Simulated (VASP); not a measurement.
# AlGa3As2 (P6/mmm) in VASP: notebook

AlGa3As2 is run at these levels: PBE; tasks: single point, relaxation of cell and atoms.

All numbers are computed with VASP 6.6.1; they aren't measurements. Logs are shortened: lines on timing, memory, paths and dates and some standing lists are left out, and cuts for length are marked.

### 1 The cell of the first run

The structure is hexagonal, space group P6/mmm (No. 191). Conventional cell: a = 6.376 Å, b = 6.376 Å, c = 3.881 Å, α = 90.00°, β = 90.00°, γ = 120.00°. Within 4.8 Å of Al (site symmetry 6/mmm) lie 6 As at 3.68 Å and 12 Ga at 3.73 Å and 2 Al at 3.88 Å. Ga (site symmetry mmm) has 4 As at 2.67 Å and 4 Ga at 3.19 Å within 3.5 Å. Within 3.5 Å of As (site symmetry -6m2) lie 6 Ga at 2.67 Å.

### 2 Single point, PBE

INCAR

```
PREC = Accurate ; ENCUT = 520
EDIFF = 1E-7 ; ISMEAR = 0
SIGMA = 0.1 ; LREAL = F
LASPH = T ; NELM = 100
ALGO = Fast ; ISIF = 2
LWAVE = F ; LCHARG = F
GGA = PE ; NBANDS = 35
```

KPOINTS

```
regular mesh
0
Gamma
  6 6 10
```

POSCAR

```
AlGa3As2
1.0
    6.3762246333      0.0000000000      0.0000000000
   -3.1881123167      5.5219725127      0.0000000000
    0.0000000000      0.0000000000      3.8812475760
Al Ga As
1 3 2
Direct
    0.0000000000      0.0000000000      0.0000000000
    0.5000000000      0.5000000000      0.5000000000
    0.5000000000      0.0000000000      0.5000000000
    0.0000000000      0.5000000000      0.5000000000
    0.6666666667      0.3333333333      0.0000000000
    0.3333333333      0.6666666667      0.0000000000
```

Potentials or basis: VASP PAW PBE potentials, release 64 (Al, Ga_d, As).

Run with:

```bash
$ cat potpaw_PBE.64/Al/POTCAR potpaw_PBE.64/Ga_d/POTCAR potpaw_PBE.64/As/POTCAR > POTCAR
$ mpirun -np 1 vasp_std > vasp.out
```

OUTCAR:

```text
PREC = Accurate
   ENCUT = 520
   EDIFF = 1E-7
   ISMEAR = 0
   LREAL = F
   LASPH = T
   NELM = 100
   ISIF = 2
   GGA = PE

 ion  position               nearest neighbor table
   1  0.000  0.000  0.000-
   2  0.500  0.500  0.500-   5 2.67   6 2.67   5 2.67   6 2.67
   3  0.500  0.000  0.500-   5 2.67   6 2.67   5 2.67   6 2.67
   4  0.000  0.500  0.500-   5 2.67   6 2.67   5 2.67   6 2.67
   5  0.667  0.333  0.000-   4 2.67   4 2.67   3 2.67   3 2.67   2 2.67   2 2.67
   6  0.333  0.667  0.000-   4 2.67   4 2.67   3 2.67   3 2.67   2 2.67   2 2.67

  LATTYP: Found a hexagonal cell.
 ALAT       =     6.3762246333
 C/A-ratio  =     0.6087062171

  Lattice vectors:

 A1 = (   6.3762246333,   0.0000000000,   0.0000000000)
 A2 = (  -3.1881123167,   5.5219725127,   0.0000000000)
 A3 = (   0.0000000000,   0.0000000000,   3.8812475760)

Analysis of symmetry for initial positions (statically):
=====================================================================
 Subroutine PRICEL returns:
 Original cell was already a primitive cell.

 Routine SETGRP: Setting up the symmetry group for a
 hexagonal supercell.

 Subroutine GETGRP returns: Found 24 space group operations
 (whereof 24 operations were pure point group operations)
 out of a pool of 24 trial point group operations.

The static configuration has the point symmetry D_6h.

Analysis of symmetry for dynamics (positions and initial velocities):
=====================================================================
 Subroutine PRICEL returns:
 Original cell was already a primitive cell.

 Routine SETGRP: Setting up the symmetry group for a
 hexagonal supercell.

 Subroutine GETGRP returns: Found 24 space group operations
 (whereof 24 operations were pure point group operations)
 out of a pool of 24 trial point group operations.

The dynamic configuration has the point symmetry D_6h.

 Subroutine INISYM returns: Found 24 space group operations
 (whereof 24 operations are pure point group operations),
 and found     1 'primitive' translations

----------------------------------------------------------------------------------------

                                     Primitive cell

  volume of cell :     136.6562

  direct lattice vectors                    reciprocal lattice vectors
     6.376224633  0.000000000  0.000000000     0.156832618  0.090547354  0.000000000
    -3.188112317  5.521972513  0.000000000     0.000000000  0.181094708  0.000000000
     0.000000000  0.000000000  3.881247576     0.000000000  0.000000000  0.257649114

  length of vectors
     6.376224633  6.376224633  3.881247576     0.181094708  0.181094708  0.257649114

  position of ions in fractional coordinates (direct lattice)
     0.000000000  0.000000000  0.000000000
     0.500000000  0.500000000  0.500000000
     0.500000000  0.000000000  0.500000000
     0.000000000  0.500000000  0.500000000
     0.666666667  0.333333333  0.000000000
     0.333333333  0.666666667  0.000000000

  ion indices of the primitive-cell ions
   primitive index   ion index
                 1           1
                 2           2
                 3           3
                 4           4
                 5           5
                 6           6

----------------------------------------------------------------------------------------

 KPOINTS: regular mesh

Automatic generation of k-mesh.
 Grid dimensions read from file:
 generate k-points for:    6    6   10

 Generating k-lattice:

  Cartesian coordinates                     Fractional coordinates (reciprocal lattice)
     0.026138770  0.015091226  0.000000000     0.166666667  0.000000000  0.000000000
     0.000000000  0.030182451  0.000000000     0.000000000  0.166666667  0.000000000
     0.000000000  0.000000000  0.025764911     0.000000000  0.000000000  0.100000000

  Length of vectors
     0.030182451  0.030182451  0.025764911

  Shift w.r.t. Gamma in fractional coordinates (k-lattice)
     0.000000000  0.000000000  0.000000000

 Subroutine IBZKPT returns following result:
 ===========================================

 Found     42 irreducible k-points:

 Following reciprocal coordinates:
            Coordinates               Weight
  0.000000  0.000000  0.000000      1.000000
  0.166667  0.000000  0.000000      6.000000
  0.333333  0.000000  0.000000      6.000000
  0.500000  0.000000  0.000000      3.000000
  0.166667  0.166667  0.000000      6.000000
  0.333333  0.166667  0.000000     12.000000
[... 16 lines left out ...]
  0.166667  0.000000  0.300000     12.000000
  0.333333  0.000000  0.300000     12.000000
 [... further k-points ...]
   k-points           NKPTS =     42   k-points in BZ     NKDIM =     42   number of bands    NBANDS=     35
   number of dos      NEDOS =    301   number of ions     NIONS =      6
   total plane-waves  NPLWV =  69120
   dimension x,y,z NGX =    48 NGY =   48 NGZ =   30
   dimension x,y,z NGXF=    96 NGYF=   96 NGZF=   60
[... 46 lines left out ...]
 Gauss-broadening in eV      SIGMA  =   0.10
  energy-cutoff  :      520.00
  volume of cell :      136.66
 maximum number of plane-waves:      3710
 NGX is ok and might be reduce to    48
   NGX = 23   NGY = 23   NGZ = 15

 number of electron      51.9999980 magnetization

 Free energy of the ion-electron system (eV)
  ---------------------------------------------------
  ext. energy  EPLUGINS =         0.00000000
  ---------------------------------------------------
  free energy    TOTEN  =       -20.08842656 eV

  energy without entropy =      -20.08171969  energy(sigma->0) =      -20.08507312

 E-fermi :   4.5527     XC(G=0):  -9.7342

 val. band max:        4.5324402909   @ k =   0.5000   0.0000   0.5000
 cond. band min:       4.5807303837   @ k =   0.3333   0.0000   0.0000
 fundamental gap:      0.0482900928
 Fermi energy:         4.5527312929

 k-point     1 :       0.0000    0.0000    0.0000
  band No.  band energies     occupation
      1     -10.6903      2.00000
      2     -10.5886      2.00000
      3     -10.5790      2.00000
      4     -10.5790      2.00000
      5     -10.5480      2.00000
      6     -10.5211      2.00000
[... 27 lines left out ...]
     34       9.5132      0.00000
     35       9.6835      0.00000

 k-point     2 :       0.1667    0.0000    0.0000
  band No.  band energies     occupation
      1     -10.6778      2.00000
      2     -10.5823      2.00000
      3     -10.5774      2.00000
      4     -10.5692      2.00000
      5     -10.5431      2.00000
      6     -10.5282      2.00000
[... 27 lines left out ...]
     34       8.9832      0.00000
     35       9.0435      0.00000

 k-point     3 :       0.3333    0.0000    0.0000
  band No.  band energies     occupation
      1     -10.6473      2.00000
      2     -10.5747      2.00000
      3     -10.5663      2.00000
      4     -10.5478      2.00000
      5     -10.5430      2.00000
      6     -10.5277      2.00000
[... 27 lines left out ...]
     34       8.3083      0.00000
     35       9.2975      0.00000

 k-point     4 :       0.5000    0.0000    0.0000
  band No.  band energies     occupation
      1     -10.6251      2.00000
      2     -10.5719      2.00000
      3     -10.5659      2.00000
      4     -10.5544      2.00000
      5     -10.5217      2.00000
      6     -10.5177      2.00000
[... 27 lines left out ...]
     34       8.3904      0.00000
     35       9.6137      0.00000

 k-point     5 :       0.1667    0.1667    0.0000
  band No.  band energies     occupation
      1     -10.6558      2.00000
      2     -10.5738      2.00000
      3     -10.5708      2.00000
      4     -10.5542      2.00000
      5     -10.5418      2.00000
      6     -10.5313      2.00000
[... 638 lines left out ...]
 k-point    22 :       0.0000    0.0000    0.3000
  band No.  band energies     occupation
      1     -10.6863      2.00000
      2     -10.6456      2.00000
      3     -10.5767      2.00000
      4     -10.5767      2.00000
      5     -10.5229      2.00000
      6     -10.5229      2.00000
[... 27 lines left out ...]
     34      11.2613      0.00000
     35      11.3110      0.00000

 k-point    23 :       0.1667    0.0000    0.3000
  band No.  band energies     occupation
      1     -10.6770      2.00000
      2     -10.6364      2.00000
      3     -10.5750      2.00000
      4     -10.5670      2.00000
      5     -10.5277      2.00000
      6     -10.5196      2.00000
[... 27 lines left out ...]
     34      10.1351      0.00000
     35      10.6716      0.00000

 k-point    24 :       0.3333    0.0000    0.3000
  band No.  band energies     occupation
      1     -10.6531      2.00000
      2     -10.6156      2.00000
      3     -10.5715      2.00000
      4     -10.5420      2.00000
      5     -10.5409      2.00000
      6     -10.5261      2.00000
[... 27 lines left out ...]
     34       9.0390      0.00000
     35      10.2142      0.00000

 [... further k-points ...]
[... 5 lines left out ...]
  --------------------------------------------------------------------------------------
  -------------------------------------------------------------------------------------
  Total        0.0725866      0.0725866      0.1739976     -0.0000000      0.0000000      0.0000000
  in kB        0.8510161      0.8510161      2.0399741     -0.0000000      0.0000000      0.0000000
  external PRESSURE =       1.2473354 kB  Pullay stress =       0.0000000 kB

 VOLUME and BASIS-vectors are now :
 -----------------------------------------------------------------------------
  energy-cutoff  :      520.00
  volume of cell :      136.66
      direct lattice vectors                 reciprocal lattice vectors
     6.376224633  0.000000000  0.000000000     0.156832618  0.090547354  0.000000000
    -3.188112317  5.521972513  0.000000000     0.000000000  0.181094708  0.000000000
     0.000000000  0.000000000  3.881247576     0.000000000  0.000000000  0.257649114

 POSITION                                       TOTAL-FORCE (eV/Angst)
 -----------------------------------------------------------------------------------
      0.00000      0.00000      0.00000        -0.000000      0.000000      0.000000
      1.59406      2.76099      1.94062        -0.000000      0.000000      0.000000
      3.18811      0.00000      1.94062        -0.000000      0.000000      0.000000
     -1.59406      2.76099      1.94062        -0.000000      0.000000      0.000000
      3.18811      1.84066      0.00000         0.000000     -0.000000      0.000000
     -0.00000      3.68132      0.00000        -0.000000      0.000000      0.000000
 -----------------------------------------------------------------------------------
    total drift:                                0.000000      0.000000     -0.000000

  FREE ENERGIE OF THE ION-ELECTRON SYSTEM (eV)
  ---------------------------------------------------
  free  energy   TOTEN  =       -20.0884265593 eV

  energy  without entropy=      -20.0817196860  energy(sigma->0) =      -20.08507312
```

Run time: 4.7 min. Hardware: 1 thread of Intel Xeon 6975P-C, shared host; peak memory 0.36 GiB.

What came out:

```yaml
Free_energy: -20.0884 eV
Pressure: 0.1 GPa
Band_gap_on_the_k_mesh: zero (band 26 reaches 5.85 eV, above the bottom of band 27 at 3.59 eV)
```

Stress tensor (GPa, compression positive):
```
0.09 0.00 0.00
0.00 0.09 0.00
0.00 0.00 0.20
```

### 3 Relaxation of cell and atoms, PBE

This run uses another cell than the first one, of 18.58 Å³/atom, 0.816 times its volume.

INCAR

```
ALGO = Fast
EDIFF = 1E-7
EDIFFG = -0.04
ENCUT = 600
GGA = PE
IBRION = 2
ISIF = 3
ISMEAR = 0
LASPH = True
LCHARG = False
LREAL = False
LWAVE = False
NELM = 100
NSW = 90
PREC = Accurate
SIGMA = 0.1
```

KPOINTS

```
k-points
0
Gamma
  3 3 6
```

POSCAR

```
AlGa3As2
1.0
    6.2008390500      0.0000000000      0.0000000000
   -3.1004195300      5.3700841400      0.0000000000
    0.0000000000      0.0000000000      3.3478065300
Al Ga As
1 3 2
Direct
    0.0000000000      0.0000000000      0.0000000000
    0.5000000000      0.5000000000      0.5000000000
    0.5000000000      0.0000000000      0.5000000000
    0.0000000000      0.5000000000      0.5000000000
    0.6666666700      0.3333333300      0.0000000000
    0.3333333300      0.6666666700      0.0000000000
```

Potentials or basis: VASP PAW PBE potentials, release 64 (Al, Ga_d, As).

Run with:

```bash
$ cat potpaw_PBE.64/Al/POTCAR potpaw_PBE.64/Ga_d/POTCAR potpaw_PBE.64/As/POTCAR > POTCAR
$ mpirun -np 1 vasp_std > vasp.out
```

Wall time 5.4 min (1 thread of Intel Xeon 6975P-C, shared host); peak memory 0.28 GiB.

It converged, with:

```yaml
Free_energy: -19.9348 eV
Relaxed_volume: 23.43 Å³/atom
Relaxed_cell: a = 6.656 Å, b = 6.656 Å, c = 3.664 Å, α = 90.00°, β = 90.00°, γ = 120.00°
Space_group_after_relaxing_to_0.05_Å: P6/mmm (No. 191)
Energy_gained_by_relaxing: 217.2 meV/atom
Ionic_steps: 4
Pressure_after_relaxing: 0.0 GPa
Band_gap_on_the_k_mesh: zero (band 26 reaches 5.04 eV, above the bottom of band 27 at 3.29 eV)
```

Stress tensor (GPa, compression positive):
```
 0.13  0.00  0.00
 0.00  0.13  0.00
 0.00  0.00 -0.23
```

The path:
```
step  energy change (eV)  largest force (eV/Å)  pressure (GPa)  volume (Å³)
   1              0.0000                0.0000           17.68       111.48
   2             -1.2518                0.0000           -2.08       147.91
   3             -1.3029                0.0000            0.26       139.80
   4             -1.3034                0.0000            0.01       140.57
```

Final structure:
```
CELL_PARAMETERS angstrom
6.65620 0.00000 0.00000
-3.32810 5.76444 0.00000
0.00000 0.00000 3.66351
ATOMIC_POSITIONS crystal
Al 0.00000 0.00000 0.00000
Ga 0.50000 0.50000 0.50000
Ga 0.50000 0.00000 0.50000
Ga 0.00000 0.50000 0.50000
As 0.66667 0.33333 0.00000
As 0.33333 0.66667 0.00000
```

Levels at points of the mesh, in eV from the Fermi level:
```tsv
k point	band 23	band 24	band 25	band 26	band 27	band 28	band 29	band 30
(0.00, 0.00, 0.00)	-2.13	-1.66	-0.02	0.73	0.73	2.31	3.28	3.32
(0.00, 0.00, 0.50)	-4.14	-3.00	-1.41	-1.41	-0.66	-0.56	-0.56	2.75
```

Caveat: the k points lie up to 0.36 Å⁻¹ apart in the final cell; the volume moved by over 15 % at a fixed basis, so the end points are rough.

### 4 Relaxation of cell and atoms, PBE

This run uses another cell than the first one, of 23.41 Å³/atom, 1.028 times its volume.

INCAR

```
SYSTEM = AlGa3As2
ALGO = Fast
EDIFF = 1E-7
EDIFFG = -0.01
ENCUT = 600
GGA = PE
IBRION = 2
ISIF = 3
ISMEAR = 0
LASPH = .True.
LCHARG = .False.
LREAL = .False.
LWAVE = .False.
NELM = 80
NSW = 100
PREC = Accurate
SIGMA = 0.1
```

KPOINTS

```
k-points
0
Gamma
  6 6 10
  0 0 0
```

POSCAR

```
AlGa3As2
1.0
    6.6795271609      0.0000000000      0.0000000000
   -3.3397635804      5.7846402066      0.0000000000
    0.0000000000      0.0000000000      3.6350172669
Al Ga As
1 3 2
Direct
    0.0000000000      0.0000000000      0.0000000000
    0.5000000000      0.5000000000      0.5000000000
    0.5000000000      0.0000000000      0.5000000000
    0.0000000000      0.5000000000      0.5000000000
    0.6666666667      0.3333333333      0.0000000000
    0.3333333333      0.6666666667      0.0000000000
```

Run with:

```bash
$ cat potpaw_PBE.64/Al/POTCAR potpaw_PBE.64/Ga_d/POTCAR potpaw_PBE.64/As/POTCAR > POTCAR
$ mpirun -np 1 vasp_std > vasp.out
```

Wall time 25 min (1 thread of Intel Xeon 6975P-C, shared host); peak memory 0.45 GiB.

It converged, with:

```
Free energy                            : -20.0888 eV
Relaxed volume                         : 22.80 Å³/atom
Relaxed cell                           : a = 6.374 Å, b = 6.374 Å, c = 3.888 Å, α = 90.00°, β = 90.00°, γ = 120.00°
Space group after relaxing (to 0.05 Å) : P6/mmm (No. 191)
Energy gained by relaxing              : 20.2 meV/atom
Ionic steps                            : 7
Pressure after relaxing                : 0.0 GPa
Band gap on the k mesh                 : zero (band 26 reaches 5.83 eV, above the bottom of band 27 at 3.58 eV)
```

The path:
| step | energy change (eV) | largest force (eV/Å) | pressure (GPa) | volume (Å³) |
| --- | --- | --- | --- | --- |
| 1 | 0.0000 | 0.0000 | 0.15 | 140.45 |
| 2 | -0.0348 | 0.0000 | -0.18 | 140.86 |
| 3 | -0.0988 | 0.0000 | -1.11 | 141.85 |
| 4 | -0.1207 | 0.0000 | 0.01 | 137.16 |
| 5 | -0.1208 | 0.0000 | 0.09 | 136.82 |
| 6 | -0.1208 | 0.0000 | 0.13 | 136.72 |
| 7 | -0.1212 | 0.0000 | 0.04 | 136.79 |

Final structure:
```xyz
6
Lattice="6.3738 0.0000 0.0000 -3.1869 5.5198 0.0000 0.0000 0.0000 3.8881" Properties=species:S:1:pos:R:3 pbc="T T T"
Al    0.0000    0.0000    0.0000
Ga    1.5934    2.7599    1.9440
Ga    3.1869    0.0000    1.9440
Ga   -1.5934    2.7599    1.9440
As    3.1869    1.8399    0.0000
As    0.0000    3.6799    0.0000
```

Levels at points of the mesh, in eV from the Fermi level:
| k point | band 22 | band 23 | band 24 | band 25 | band 26 | band 27 | band 28 | band 29 | band 30 | band 31 |
| --- | --- | --- | --- | --- | --- | --- | --- | --- | --- | --- |
| (0.00, 0.00, 0.00) | -3.72 | -3.02 | -2.35 | -0.53 | 1.21 | 1.47 | 1.47 | 2.84 | 2.84 | 3.19 |
| (0.50, 0.00, 0.00) | -2.41 | -1.98 | -1.68 | -0.86 | -0.45 | -0.43 | 1.42 | 1.79 | 2.76 | 3.02 |
| (0.00, 0.00, 0.50) | -4.11 | -4.11 | -3.24 | -1.53 | -1.53 | -0.80 | -0.80 | -0.52 | 3.07 | 3.07 |
| (0.50, 0.00, 0.50) | -4.40 | -3.02 | -1.74 | -1.64 | -0.32 | -0.01 | 0.12 | 1.75 | 1.83 | 1.94 |

### 5 Overview

| task | cell | k mesh | cutoff (eV) | gap on the mesh (eV) | pressure (GPa) | relaxed volume (Å³/atom) |
| --- | --- | --- | --- | --- | --- | --- |
| single point | a = 6.376, b = 6.376, c = 3.881 Å, angles 90.0, 90.0, 120.0°, 6 atoms | 6 × 6 × 10 | 520 | none | 0.1 | - |
| relaxation of cell and atoms | relaxed from a = 6.201, b = 6.201, c = 3.348 Å, angles 90.0, 90.0, 120.0°, 6 atoms | 3 × 3 × 6 | 600 | none | 0.0 | 23.43 |
| relaxation of cell and atoms | relaxed from a = 6.680, b = 6.680, c = 3.635 Å, angles 90.0, 90.0, 120.0°, 6 atoms | 6 × 6 × 10 | 600 | none | 0.0 | 22.80 |

Alike in all rows: level PBE; potentials or basis VASP PAW PBE potentials, release 64 (Al, Ga_d, As); no spin polarisation; smearing gaussian 0.1 eV.

Caveats: some runs use coarse meshes; the volume moved by over 15 % at a fixed basis, so the end points are rough (some runs).

Total energies depend on the potentials used, so only differences within one code and one set of settings carry meaning.
